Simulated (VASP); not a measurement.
Set up this calculation in VASP 6.6.1, as the native input.

```
Task                   : relaxation of cell and atoms
Functional             : PBE
Potentials or basis    : VASP PAW PBE potentials, release 64 (Mg, Zn, O)
Cutoff                 : 600 eV
k mesh                 : 4 × 4 × 1
Occupations            : gaussian, width 0.1 eV
Spin                   : no spin polarisation
Dipole correction      : no
Further INCAR settings : ALGO = Normal; EDIFF = 1e-07; IBRION = 2; EDIFFG = -0.025; NSW = 80; ISIF = 3
```

The structure of Mg5ZnO6 lies in POSCAR:

```
Mg5ZnO6
1.0
    3.0073684872     -0.0262227857     -0.0125522464
   -0.0262227857      3.0084063725      0.0208879903
   -0.0532228342      0.0885672579     12.8207747591
Mg Zn O
5 1 6
Direct
    0.0104422221     -0.0187112852      0.6667955190
    0.4750460825      0.5084200137      0.4993713802
   -0.0110990892      1.0003357301      0.3379873148
    0.4946703476      0.4950250185      0.1612013081
    0.4712406678      0.4871024693      0.8402685451
    0.0346299708      0.9672643105     -0.0031092311
   -0.0012074139      0.0070676808      0.4965759895
    0.5170794639      0.5106677332      0.3360699098
    1.0263948178     -0.0145337494      0.1660887600
    0.4980798004      0.5279850508     -0.0019825386
    0.9877200565     -0.0078770953      0.8344183345
    0.4970030737      0.5372541229      0.6663147087
```

One way to write it, as run:

INCAR

```
ALGO     = Normal         # electronic algorithm
EDIFF    = 1E-7           # SCF threshold, eV
EDIFFG   = -0.025         # ionic threshold
ENCUT    = 600            # plane-wave cutoff, eV
GGA      = PE             # functional
IBRION   = 2              # ionic algorithm
ISIF     = 3              # what is computed and relaxed
ISMEAR   = 0              # smearing method
LASPH    = True           # aspherical terms in the spheres
LCHARG   = False          # write CHGCAR
LREAL    = False          # projectors in reciprocal space
LWAVE    = False          # write WAVECAR
NELM     = 60             # most SCF steps
NSW      = 80             # ionic steps
PREC     = Accurate       # precision mode
SIGMA    = 0.1            # smearing width, eV
```

KPOINTS

```
k-points
0
Gamma
  4 4 1
```

Potentials or basis: VASP PAW PBE potentials, release 64 (Mg, Zn, O).

Command:

```bash
$ cat potpaw_PBE.64/Mg/POTCAR potpaw_PBE.64/Zn/POTCAR potpaw_PBE.64/O/POTCAR > POTCAR
$ mpirun -np 1 vasp_std > vasp.out
```

Results of the run:

```
Relaxed volume                        : 9.68 Å³/atom
Relaxed cell                          : a = 3.015 Å, b = 3.016 Å, c = 12.767 Å, α = 89.98°, β = 90.01°, γ = 90.02°
Space group after relaxing (to 0.1 Å) : P4/mmm (No. 123)
Energy gained by relaxing             : 37.2 meV/atom
Ionic steps                           : 16
Pressure after relaxing               : 0.0 GPa
Largest force after relaxing          : 0.016 eV/Å
Band gap on the k mesh                : 2.66 eV (least direct gap 3.47 eV)
```

Caveat: the k points lie up to 0.52 Å⁻¹ apart in the final cell.

Run time: 8.7 min on 1 thread of AMD EPYC 7R13 Processor (Zen 3), on a shared host, peak memory 0.24 GiB.
